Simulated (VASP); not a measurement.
The system is Ga4SbP3.

```xyz
8
Lattice="3.8195 0.0000 0.0000 0.0000 3.8195 0.0000 0.0000 0.0000 10.8031" Properties=species:S:1:pos:R:3 pbc="T T T"
P     0.0000    0.0000    2.7008
P     1.9097    1.9097    0.0000
P     0.0000    0.0000    8.1024
Ga    0.0000    1.9097    1.3504
Ga    1.9097    0.0000    9.4528
Ga    0.0000    1.9097    6.7520
Ga    1.9097    0.0000    4.0512
Sb    1.9097    1.9097    5.4016
```

- Program: VASP 6.6.1
- Task: relaxation of cell and atoms
- Functional: PBE
- Potentials or basis: VASP PAW PBE potentials, release 64 (P, Ga_d, Sb)
- Cutoff: 600 eV
- k mesh: 6 × 6 × 2
- Occupations: fermi-dirac, width 0.02 eV
- Spin: no spin polarisation

At the start: pressure 16.3 GPa; volume 19.70 Å³/atom.

Q: Where does the relaxation end?

A: Over 17 steps the energy falls by 229.1 meV/atom and the volume is 22.93 Å³/atom (+16.4 %); space group P-4m2 (No. 115, to 0.1 Å) before and after.

The path:
```
step  energy change (eV)  largest force (eV/Å)  pressure (GPa)  volume (Å³)
   1              0.0000                3.3699           16.25       157.60
   2             -1.2023                0.6811           -5.79       207.72
   3             -1.6161                0.7755           -0.94       187.71
   4             -1.6160                0.8106           -0.73       187.07
   5             -1.7028                0.5384           -0.26       185.12
   6             -1.7741                0.4218            0.96       181.03
   7             -1.8204                0.2828           -0.24       184.07
   8             -1.8227                0.2457           -0.55       184.92
   9             -1.8323                0.0503            0.25       182.72
  10             -1.8326                0.0464            0.14       183.07
  11             -1.8330                0.0215           -0.07       183.62
  12             -1.8330                0.0149           -0.01       183.47
  13             -1.8330                0.0142           -0.03       183.48
  14             -1.8331                0.0112            0.01       183.40
  15             -1.8331                0.0123            0.02       183.38
  16             -1.8331                0.0069           -0.01       183.44
  17             -1.8331                0.0040           -0.02       183.48
```

Final structure:
```xyz
8
Lattice="4.0195 0.0000 0.0000 0.0000 4.0195 0.0000 0.0000 0.0000 11.3562" Properties=species:S:1:pos:R:3 pbc="T T T"
P     0.0000    0.0000    2.6790
P     2.0098    2.0098    0.0000
P     0.0000    0.0000    8.6772
Ga    0.0000    2.0098    1.3369
Ga    2.0098    0.0000   10.0192
Ga    0.0000    2.0098    7.3386
Ga    2.0098    0.0000    4.0176
Sb    2.0098    2.0098    5.6781
```

Caveat: the volume moved by over 15 % at a fixed basis, so the end points are rough.
